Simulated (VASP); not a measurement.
# MgSe: single point with PBEsol+D3(BJ)

The system is MgSe.

```
Mg Se
1.0
    -0.02726    2.71187    2.71187
     2.71187   -0.02726    2.71187
     2.71187    2.71187   -0.02726
Mg Se
1 1
Direct
  0.00000 0.00000 0.00000
  0.50000 0.50000 0.50000
```

```yaml
Program: VASP 6.6.1
Task: single point
Functional: PBEsol
Dispersion: D3(BJ)
Potentials_or_basis: VASP PAW PBE potentials, release 64 (Mg, Se)
Cutoff: 600 eV
k_mesh: 6 × 6 × 6
Occupations: fermi-dirac, width 0.02 eV
Spin: no spin polarisation
```

* Pressure: -2.7 GPa
* Band gap on the k mesh: 1.66 eV, indirect (least direct gap 2.40 eV)
* Dispersion energy per atom: -0.329 eV

Stress tensor (GPa, compression positive):
```
-2.71  0.43  0.43
 0.43 -2.71  0.43
 0.43  0.43 -2.71
```

Levels at points of the mesh, in eV from the valence-band top:
```tsv
k point	band 2	band 3	band 4	band 5	band 6	band 7
(0.00, 0.00, 0.00)	-0.14	-0.14	0.00	2.40	7.15	7.15
(0.50, 0.00, 0.00)	-5.11	-0.70	-0.62	3.64	5.92	6.05
(0.50, 0.50, 0.00)	-4.41	-1.97	-1.84	1.66	3.74	11.50
(0.50, 0.50, 0.50)	-5.04	-0.76	-0.76	3.51	5.83	5.83
```

It took 24 s on 1 thread of AMD EPYC 7R13, on a shared host, peak memory 0.16 GiB.

Caveat: the PAW data sets were made with another functional, which shifts forces and pressure a little. PBEsol gaps usually lie below the measured ones, often by a third to a half.
